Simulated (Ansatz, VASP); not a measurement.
**KCl in VASP and in Ansatz**

```
K Cl
1.0
     3.70527    0.00000    0.00000
     0.00000    3.70527    0.00000
     0.00000    0.00000    3.70527
K Cl
1 1
Direct
  0.00000 0.00000 0.00000
  0.50000 0.50000 0.50000
```

Change from the starting cell: volume scaled by 1.06.

Alike in both runs: task single point; functional PBE; k mesh 7 × 7 × 7; occupations fermi-dirac, width 0.02 eV; no spin polarisation.

|  | VASP | Ansatz |
| --- | --- | --- |
| version | VASP 6.6.1 | Ansatz 0.2.0 |
| potentials or method | VASP PAW PBE potentials, release 64 (K_sv, Cl), cutoff 500 eV | all-electron LAPW, scalar-relativistic |

|  | VASP | Ansatz | Ansatz less VASP |
| --- | --- | --- | --- |
| gap on the k mesh at the Fermi level (eV) | 5.30 | 5.31 | +0.003 |
| pressure (GPa) | 2.5 | 2.5 | -0.03 |

Ansatz ran all-electron here, and VASP with PAW potentials.
